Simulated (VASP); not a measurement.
# Si4S (P6/mmm) in VASP: notebook

The runs below take Si4S through single point, relaxation of cell and atoms, with PBE.

All numbers are computed with VASP 6.6.1; they aren't measurements. Logs are shortened: lines on timing, memory, paths and dates and some standing lists are left out, and cuts for length are marked.

### Step 1. The cell of the first run

Symmetry: P6/mmm, No. 191, hexagonal system. Conventional cell: a = 4.033 Å, b = 4.033 Å, c = 6.697 Å, α = 90.00°, β = 90.00°, γ = 120.00°. Si (site symmetry 3m) has 4 Si at 2.33 to 2.78 Å and 3 S at 3.04 Å within 3.1 Å. Within 4.1 Å of S (site symmetry 6/mmm) lie 12 Si at 3.04 Å and 6 S at 4.03 Å.

### Step 2. Single point, PBE

INCAR reads:

```
SYSTEM = Si4S
PREC     = Accurate       ! precision mode
ENCUT    = 520            ! plane-wave cutoff, eV
EDIFF    = 1E-6           ! SCF threshold, eV
ISMEAR   = 0              ! smearing method
SIGMA    = 0.1            ! smearing width, eV
LREAL    = .FALSE.        ! projectors in reciprocal space
LASPH    = .TRUE.         ! aspherical terms in the spheres
NELM     = 60             ! most SCF steps
ALGO     = Normal         ! electronic algorithm
ISIF     = 2              ! what is computed and relaxed
LWAVE    = .FALSE.        ! write WAVECAR
LCHARG   = .FALSE.        ! write CHGCAR
GGA      = PE             ! functional
NBANDS   = 19             ! bands
```

KPOINTS reads:

```
regular mesh
0
G
  12 12 6
  0 0 0
```

POSCAR reads:

```
Si4S
1.0
    4.0334417140      0.0000000000      0.0000000000
   -2.0167208570      3.4930629891      0.0000000000
    0.0000000000      0.0000000000      6.6973102878
Si S
4 1
Direct
    0.3333333333      0.6666666667      0.7078976891
    0.6666666667      0.3333333333      0.7078976891
    0.6666666667      0.3333333333      0.2921023109
    0.3333333333      0.6666666667      0.2921023109
    0.0000000000      0.0000000000      0.0000000000
```

Potentials or basis: VASP PAW PBE potentials, release 64 (Si, S).

The run is started by

```bash
$ cat potpaw_PBE.64/Si/POTCAR potpaw_PBE.64/S/POTCAR > POTCAR
$ mpirun -np 1 vasp_std > vasp.out
```

OUTCAR:

```text
SYSTEM = Si4S
   PREC = Accurate
   ENCUT = 520
   EDIFF = 1E-6
   ISMEAR = 0
   LREAL = .FALSE.
   LASPH = .TRUE.
   NELM = 60
   ISIF = 2
   GGA = PE

 ion  position               nearest neighbor table
   1  0.333  0.667  0.708-   2 2.33   2 2.33   2 2.33   4 2.78
   2  0.667  0.333  0.708-   1 2.33   1 2.33   1 2.33   3 2.78
   3  0.667  0.333  0.292-   4 2.33   4 2.33   4 2.33   2 2.78
   4  0.333  0.667  0.292-   3 2.33   3 2.33   3 2.33   1 2.78
   5  0.000  0.000  0.000-

  LATTYP: Found a hexagonal cell.
 ALAT       =     4.0334417140
 C/A-ratio  =     1.6604455358

  Lattice vectors:

 A1 = (   4.0334417140,   0.0000000000,   0.0000000000)
 A2 = (  -2.0167208570,   3.4930629891,   0.0000000000)
 A3 = (   0.0000000000,   0.0000000000,   6.6973102878)

Analysis of symmetry for initial positions (statically):
=====================================================================
 Subroutine PRICEL returns:
 Original cell was already a primitive cell.

 Routine SETGRP: Setting up the symmetry group for a
 hexagonal supercell.

 Subroutine GETGRP returns: Found 24 space group operations
 (whereof 24 operations were pure point group operations)
 out of a pool of 24 trial point group operations.

The static configuration has the point symmetry D_6h.

Analysis of symmetry for dynamics (positions and initial velocities):
=====================================================================
 Subroutine PRICEL returns:
 Original cell was already a primitive cell.

 Routine SETGRP: Setting up the symmetry group for a
 hexagonal supercell.

 Subroutine GETGRP returns: Found 24 space group operations
 (whereof 24 operations were pure point group operations)
 out of a pool of 24 trial point group operations.

The dynamic configuration has the point symmetry D_6h.

 Subroutine INISYM returns: Found 24 space group operations
 (whereof 24 operations are pure point group operations),
 and found     1 'primitive' translations

----------------------------------------------------------------------------------------

                                     Primitive cell

  volume of cell :      94.3588

  direct lattice vectors                    reciprocal lattice vectors
     4.033441714  0.000000000  0.000000000     0.247927222  0.143140848  0.000000000
    -2.016720857  3.493062989  0.000000000     0.000000000  0.286281697  0.000000000
     0.000000000  0.000000000  6.697310288     0.000000000  0.000000000  0.149313673

  length of vectors
     4.033441714  4.033441714  6.697310288     0.286281697  0.286281697  0.149313673

  position of ions in fractional coordinates (direct lattice)
     0.333333333  0.666666667  0.707897689
     0.666666667  0.333333333  0.707897689
     0.666666667  0.333333333  0.292102311
     0.333333333  0.666666667  0.292102311
     0.000000000  0.000000000  0.000000000

  ion indices of the primitive-cell ions
   primitive index   ion index
                 1           1
                 2           2
                 3           3
                 4           4
                 5           5

----------------------------------------------------------------------------------------

 KPOINTS: regular mesh

Automatic generation of k-mesh.
 Grid dimensions read from file:
 generate k-points for:   12   12    6

 Generating k-lattice:

  Cartesian coordinates                     Fractional coordinates (reciprocal lattice)
     0.020660602  0.011928404  0.000000000     0.083333333  0.000000000  0.000000000
     0.000000000  0.023856808  0.000000000     0.000000000  0.083333333  0.000000000
     0.000000000  0.000000000  0.024885612     0.000000000  0.000000000  0.166666667

  Length of vectors
     0.023856808  0.023856808  0.024885612

  Shift w.r.t. Gamma in fractional coordinates (k-lattice)
     0.000000000  0.000000000  0.000000000

 Subroutine IBZKPT returns following result:
 ===========================================

 Found     76 irreducible k-points:

 Following reciprocal coordinates:
            Coordinates               Weight
  0.000000  0.000000  0.000000      1.000000
  0.083333  0.000000  0.000000      6.000000
  0.166667  0.000000  0.000000      6.000000
  0.250000  0.000000  0.000000      6.000000
  0.333333  0.000000  0.000000      6.000000
  0.416667  0.000000  0.000000      6.000000
[... 16 lines left out ...]
  0.250000  0.000000  0.166667     12.000000
  0.333333  0.000000  0.166667     12.000000
 [... further k-points ...]
   k-points           NKPTS =     76   k-points in BZ     NKDIM =     76   number of bands    NBANDS=     19
   number of dos      NEDOS =    301   number of ions     NIONS =      5
   total plane-waves  NPLWV =  45000
   dimension x,y,z NGX =    30 NGY =   30 NGZ =   50
   dimension x,y,z NGXF=    60 NGYF=   60 NGZF=  100
   ions per type =               4   1
   NGX,Y,Z   is equivalent  to a cutoff of  12.37, 12.37, 12.41 a.u.
   NGXF,Y,Z  is equivalent  to a cutoff of  24.73, 24.73, 24.82 a.u.
 SYSTEM =  Si4S
   PREC   = accura    normal or accurate (medium, high low for compatibility)
   ISTART =      0    job   : 0-new  1-cont  2-samecut
   ICHARG =      2    charge: 1-file 2-atom 10-const
   ISPIN  =      1    spin polarized calculation?
   LNONCOLLINEAR =      F non collinear calculations
   LSORBIT =      F    spin-orbit coupling
   LASPH  =      T    aspherical Exc in radial PAW
   ENCUT  =  520.0 eV  38.22 Ry    6.18 a.u.   7.50  7.50 12.45*2*pi/ulx,y,z
   NELM   =     60;   NELMIN=  2; NELMDL= -5     # of ELM steps
   EDIFF  = 0.1E-05   stopping-criterion for ELM
   LREAL  =      F    real-space projection
   EDIFFG = 0.1E-04   stopping-criterion for IOM
   NSW    =      0    number of steps for IOM
   IBRION =     -1    ionic relax: 0-MD 1-quasi-New 2-CG
   NFREE  =      0    steps in history (QN), initial steepest desc. (CG)
   ISIF   =      2    stress and relaxation
   ISYM   =      2    0-nonsym 1-usesym 2-fastsym
   POTIM  = 0.5000    time-step for ionic-motion
   TEBEG  =    0.0;   TEEND  =   0.0 temperature during run
   PSTRESS=    0.0 pullay stress
   NELECT =      22.0000    total number of electrons
   NUPDOWN=      -1.0000    fix difference up-down
   EMIN   =  10.00;   EMAX   =-10.00  energy-range for DOS
   EFERMI =   0.00;   METHOD = LEGACY
   ISMEAR =     0;   SIGMA  =   0.10  broadening in eV -4-tet -1-fermi 0-gaus
   EFERMI_NEDOS =   21; number of points for ismear=-14 and -15
   IALGO  =     38    algorithm
   IMIX   =      4    mixing-type and parameters
     AMIX     =   0.40;   BMIX     =  1.00
     AMIX_MAG =   1.60;   BMIX_MAG =  1.00
  volume/ion in A,a.u.               =      18.87       127.35
  Fermi-wavevector in a.u.,A,eV,Ry     =   1.007600  1.904088 13.813422  1.015258
  Thomas-Fermi vector in A             =   2.140415
   LORBIT       =      0    0 simple, 1 ext, 2 COOP (PROOUT), +10 PAW based schemes
   GGA     = PE    functional components
   LHFCALC =     F    Hartree Fock is set to
   AEXX    =    0.0000 exact exchange contribution
   IVDW    =     0    specifies the selected vdW correction
   LEPSILON=     F    determine dielectric tensor
   LRPA    =     F    only Hartree local field effects (RPA)
 non-spin polarized calculation
 Gauss-broadening in eV      SIGMA  =   0.10
  energy-cutoff  :      520.00
  volume of cell :       94.36
 maximum number of plane-waves:      2565
 NGX is ok and might be reduce to    30
   NGX = 15   NGY = 15   NGZ = 25

 number of electron      22.0000001 magnetization

 Free energy of the ion-electron system (eV)
  ---------------------------------------------------
  ext. energy  EPLUGINS =         0.00000000
  ---------------------------------------------------
  free energy    TOTEN  =       -23.24125735 eV

  energy without entropy =      -23.23412131  energy(sigma->0) =      -23.23768933

 E-fermi :   6.5263     XC(G=0):  -9.8793

 val. band max:        6.5251971342   @ k =   0.4167   0.1667   0.0000
 cond. band min:       6.5299372029   @ k =   0.3333   0.2500   0.3333
 fundamental gap:      0.0047400688
 Fermi energy:         6.5263478818

 k-point     1 :       0.0000    0.0000    0.0000
  band No.  band energies     occupation
      1      -7.1659      2.00000
      2      -4.1639      2.00000
      3      -4.0046      2.00000
      4       3.1022      2.00000
      5       3.9523      2.00000
      6       3.9523      2.00000
[... 11 lines left out ...]
     18       9.2757      0.00000
     19       9.6519      0.00000

 k-point     2 :       0.0833    0.0000    0.0000
  band No.  band energies     occupation
      1      -7.1065      2.00000
      2      -4.1322      2.00000
      3      -3.9281      2.00000
      4       2.7238      2.00000
      5       3.1201      2.00000
      6       3.5537      2.00000
[... 11 lines left out ...]
     18       9.3579      0.00000
     19       9.9544      0.00000

 k-point     3 :       0.1667    0.0000    0.0000
  band No.  band energies     occupation
      1      -6.9334      2.00000
      2      -4.0446      2.00000
      3      -3.6999      2.00000
      4       1.5751      2.00000
      5       2.5765      2.00000
      6       3.0501      2.00000
[... 11 lines left out ...]
     18      10.0831      0.00000
     19      11.0388      0.00000

 k-point     4 :       0.2500    0.0000    0.0000
  band No.  band energies     occupation
      1      -6.6647      2.00000
      2      -3.9242      2.00000
      3      -3.3240      2.00000
      4       0.4278      2.00000
      5       2.1397      2.00000
      6       2.1421      2.00000
[... 11 lines left out ...]
     18      11.1405      0.00000
     19      12.1874      0.00000

 k-point     5 :       0.3333    0.0000    0.0000
  band No.  band energies     occupation
      1      -6.3416      2.00000
      2      -3.8108      2.00000
      3      -2.8115      2.00000
      4      -0.5199      2.00000
      5       0.9752      2.00000
      6       1.7881      2.00000
[... 11 lines left out ...]
     18      12.4074      0.00000
     19      12.5612      0.00000
[... 334 lines left out ...]
      2      -4.7152      2.00000
      3      -3.2746      2.00000
      4       2.4868      2.00000
      5       3.0407      2.00000
      6       3.6074      2.00000
[... 11 lines left out ...]
     18       9.9802      0.00000
     19      10.0135      0.00000

 k-point    22 :       0.1667    0.0000    0.1667
  band No.  band energies     occupation
      1      -6.8914      2.00000
      2      -4.5374      2.00000
      3      -3.1510      2.00000
      4       1.6464      2.00000
      5       2.3247      2.00000
      6       3.1126      2.00000
[... 11 lines left out ...]
     18      10.3524      0.00000
     19      10.8279      0.00000

 k-point    23 :       0.2500    0.0000    0.1667
  band No.  band energies     occupation
      1      -6.6291      2.00000
      2      -4.2690      2.00000
      3      -2.9516      2.00000
      4       0.5061      2.00000
      5       1.6948      2.00000
      6       2.5663      2.00000
[... 11 lines left out ...]
     18      11.1128      0.00000
     19      11.9487      0.00000

 k-point    24 :       0.3333    0.0000    0.1667
  band No.  band energies     occupation
      1      -6.3160      2.00000
      2      -3.9713      2.00000
      3      -2.6740      2.00000
      4      -0.4614      2.00000
      5       0.7958      2.00000
      6       2.1301      2.00000
[... 11 lines left out ...]
     18      12.0387      0.00000
     19      12.1325      0.00000

 [... further k-points ...]

------------------------ aborting loop because EDIFF is reached ----------------------------------------

  FORCE on cell =-STRESS in cart. coord.  units (eV):
  Direction    XX          YY          ZZ          XY          YZ          ZX
  --------------------------------------------------------------------------------------
  -------------------------------------------------------------------------------------
  Total       -0.0681898     -0.0681898     -0.0136029      0.0000000     -0.0000000      0.0000000
  in kB       -1.1578361     -1.1578361     -0.2309712      0.0000000     -0.0000000      0.0000000
  external PRESSURE =      -0.8488811 kB  Pullay stress =       0.0000000 kB

 VOLUME and BASIS-vectors are now :
 -----------------------------------------------------------------------------
  energy-cutoff  :      520.00
  volume of cell :       94.36
      direct lattice vectors                 reciprocal lattice vectors
     4.033441714  0.000000000  0.000000000     0.247927222  0.143140848  0.000000000
    -2.016720857  3.493062989  0.000000000     0.000000000  0.286281697  0.000000000
     0.000000000  0.000000000  6.697310288     0.000000000  0.000000000  0.149313673

 POSITION                                       TOTAL-FORCE (eV/Angst)
 -----------------------------------------------------------------------------------
     -0.00000      2.32871      4.74101        -0.000000      0.000000     -0.000676
      2.01672      1.16435      4.74101        -0.000000      0.000000     -0.000676
      2.01672      1.16435      1.95630         0.000000     -0.000000      0.000676
     -0.00000      2.32871      1.95630        -0.000000     -0.000000      0.000676
      0.00000      0.00000      0.00000         0.000000      0.000000      0.000000
 -----------------------------------------------------------------------------------
    total drift:                               -0.000000     -0.000000      0.000000

  FREE ENERGIE OF THE ION-ELECTRON SYSTEM (eV)
  ---------------------------------------------------
  free  energy   TOTEN  =       -23.2412573490 eV

  energy  without entropy=      -23.2341213113  energy(sigma->0) =      -23.23768933
```

Wall time 3.1 min (1 thread of Intel Xeon 8259CL, shared host); peak memory 0.26 GiB.

What came out:

```
Free energy            : -23.2413 eV
Pressure               : -0.1 GPa
Band gap on the k mesh : zero (bands 11 and 12 overlap by 2.55 eV)
```

Levels at points of the mesh, in eV from the Fermi level:
```tsv
k point	band 8	band 9	band 10	band 11	band 12	band 13	band 14	band 15
(0.00, 0.00, 0.00)	-2.18	-1.89	-1.44	-1.33	-1.33	1.47	2.53	2.53
(0.50, 0.00, 0.00)	-2.61	-2.03	-1.25	-1.21	-0.32	1.21	2.35	2.55
(0.00, 0.00, 0.50)	-2.13	-1.61	-1.61	-1.29	-0.09	0.55	0.70	1.49
(0.50, 0.00, 0.50)	-3.27	-2.90	-2.32	-0.21	-0.03	0.44	1.59	3.62
```

### Step 3. Relaxation of cell and atoms, PBE

INCAR reads:

```
SYSTEM = Si4S
PREC = Accurate
ENCUT = 600
EDIFF = 1E-6
ISMEAR = 0
SIGMA = 0.1
LREAL = .FALSE.
LASPH = .TRUE.
NELM = 100
ALGO = Normal
ISIF = 3
LWAVE = .FALSE.
LCHARG = .FALSE.
GGA = PE
IBRION = 2
NSW = 90
EDIFFG = -0.04
```

KPOINTS reads:

```
regular mesh
0
G
  6 6 4
  0 0 0
```

POSCAR reads:

```
Si4S
1.0
    4.0263710445      0.0000000000      0.0000000000
   -2.0131855222      3.4869396096      0.0000000000
    0.0000000000      0.0000000000      6.7315738019
Si S
4 1
Direct
    0.3333333333      0.6666666667      0.7043014821
    0.6666666667      0.3333333333      0.7043014821
    0.6666666667      0.3333333333      0.2956985179
    0.3333333333      0.6666666667      0.2956985179
    0.0000000000      0.0000000000      0.0000000000
```

Potentials or basis: VASP PAW PBE potentials, release 64 (Si, S).

The run is started by

```bash
$ cat potpaw_PBE.64/Si/POTCAR potpaw_PBE.64/S/POTCAR > POTCAR
$ mpirun -np 1 vasp_std > vasp.out
```

It took 2.5 min on 1 thread of Intel Xeon 8259CL, shared host; peak memory 0.24 GiB.

It converged, with:

| Quantity | Value |
| --- | --- |
| Free energy | -23.2251 eV |
| Relaxed volume | 19.13 Å³/atom |
| Relaxed cell | a = 3.999 Å, b = 3.999 Å, c = 6.908 Å, α = 90.00°, β = 90.00°, γ = 120.00° |
| Space group after relaxing (to 0.1 Å) | P6/mmm (No. 191) |
| Energy gained by relaxing | 4.6 meV/atom |
| Ionic steps | 5 |
| Pressure after relaxing | 0.0 GPa |
| Largest force after relaxing | 0.008 eV/Å |
| Band gap on the k mesh | zero (bands 11 and 12 overlap by 2.38 eV) |

Forces on the atoms (eV/Å):
```
Si   0.000  0.000 -0.008
Si   0.000  0.000 -0.008
Si   0.000  0.000  0.008
Si   0.000  0.000  0.008
S    0.000  0.000  0.000
```

Step by step:
```
step  energy change (eV)  largest force (eV/Å)  pressure (GPa)  volume (Å³)
   1              0.0000                0.0616           -0.02        94.51
   2             -0.0174                0.0166            0.62        94.46
   3             -0.0193                0.0004            0.94        94.43
   4             -0.0225                0.0094           -0.29        96.07
   5             -0.0229                0.0078            0.02        95.65
```

Final structure:
```cif
data_structure
_symmetry_space_group_name_H-M 'P 1'
_symmetry_Int_Tables_number 1
_cell_length_a 3.9987
_cell_length_b 3.9987
_cell_length_c 6.9077
_cell_angle_alpha 90.000
_cell_angle_beta 90.000
_cell_angle_gamma 120.000
_cell_volume 95.65
loop_
_atom_site_label
_atom_site_type_symbol
_atom_site_fract_x
_atom_site_fract_y
_atom_site_fract_z
_atom_site_occupancy
Si1 Si 0.33333 0.66667 0.70506 1
Si2 Si 0.66667 0.33333 0.70506 1
Si3 Si 0.66667 0.33333 0.29494 1
Si4 Si 0.33333 0.66667 0.29494 1
S1 S 0.00000 0.00000 0.00000 1
```

Levels at points of the mesh, in eV from the Fermi level:
```tsv
k point	band 8	band 9	band 10	band 11	band 12	band 13	band 14	band 15
(0.00, 0.00, 0.00)	-1.78	-1.78	-1.35	-1.35	-1.05	1.62	2.56	2.61
(0.50, 0.00, 0.00)	-2.65	-1.93	-1.08	-1.01	-0.25	1.01	2.00	2.31
(0.00, 0.00, 0.50)	-1.74	-1.55	-1.55	-0.94	0.03	0.58	1.05	1.64
(0.50, 0.00, 0.50)	-3.10	-2.92	-2.37	-0.26	-0.03	0.57	1.60	3.50
```

The gap in the log of VASP goes by the Fermi energy; the results here count the filled bands.